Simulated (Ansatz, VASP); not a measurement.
# IrRh5: VASP beside Ansatz

```xyz
6
Lattice="2.7283 0.0000 0.0000 -1.3641 2.3628 0.0000 0.0000 0.0000 13.1908" Properties=species:S:1:pos:R:3 pbc="T T T"
Ir    1.3641    0.7876    6.5954
Rh    0.0000    1.5752    8.7932
Rh    0.0000    1.5752    0.0000
Rh    0.0000    1.5752    4.3976
Rh    1.3641    0.7876   11.0016
Rh    1.3641    0.7876    2.1892
```

Alike in both runs: functional PBE; k mesh 18 × 18 × 4; occupations gaussian, width 0.1 eV; no spin polarisation.

Ansatz relaxed the structure, and its values are those at the end. VASP's run is a single point on that final structure, the one shown.

|  | VASP | Ansatz |
| --- | --- | --- |
| version | VASP 6.6.1 | Ansatz 0.2.0 |
| potentials or method | VASP PAW PBE potentials, release 64 (Ir, Rh_pv), cutoff 520 eV | scalar-relativistic, plane waves, PAW |
| valence electrons in the cell | 84 | 102 |

|  | VASP | Ansatz | Ansatz less VASP |
| --- | --- | --- | --- |
| gap on the k mesh at the Fermi level (eV) | none | none | - |
| pressure (GPa) | 0.1 | 0.0 | -0.12 |
| rms of the force components (eV/Å) | 0.007 | 0.000 | -0.0069 |

A gap of «none» marks a metal or a gap that the smearing closes. VASP's potentials hold 84 valence electrons a cell and Ansatz's 102, so a difference there can come from the potentials and not from the codes.

Spin-orbit coupling is off throughout.
